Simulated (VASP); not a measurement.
A run of VASP 6.6.1:

The input INCAR:

```
PREC = Accurate ; ENCUT = 520
EDIFF = 1E-6 ; ISMEAR = 0
SIGMA = 0.01 ; LREAL = False
LASPH = True ; NELM = 100
ALGO = Normal ; ISIF = 2
LWAVE = False ; LCHARG = False
GGA = PS ; NBANDS = 31
```

File KPOINTS:

```
regular mesh
0
Gamma
  3 3 3
```

Contents of POSCAR:

```
HfO2
1.0
    3.5580190000      0.0000000000      0.0000000000
    0.0000000000      3.5580190000      0.0000000000
    0.0000000000      0.0000000000      5.1718610000
Hf O
2 4
Direct
    0.5000000000      0.5000000000      0.5000000000
    0.0000000000      0.0000000000      0.0000000000
    0.0000000000      0.5000000000      0.6972080000
    0.5000000000      0.0000000000      0.8027920000
    0.5000000000      0.0000000000      0.3027920000
    0.0000000000      0.5000000000      0.1972080000
```

Potentials or basis: VASP PAW PBE potentials, release 64 (Hf_pv, O).

Command:

```sh
$ cat potpaw_PBE.64/Hf_pv/POTCAR potpaw_PBE.64/O/POTCAR > POTCAR
$ mpirun -np 1 vasp_std > vasp.out
```

Hardware: 1 thread of Intel(R) Xeon(R) Platinum 8488C (Sapphire Rapids), on a shared host.

Question: Estimate the wall time of this run.

Answer: It took 14 s on 1 thread of Intel(R) Xeon(R) Platinum 8488C (Sapphire Rapids), on a shared host, peak memory 0.17 GiB. Counts: scf iterations 14, k points 6.
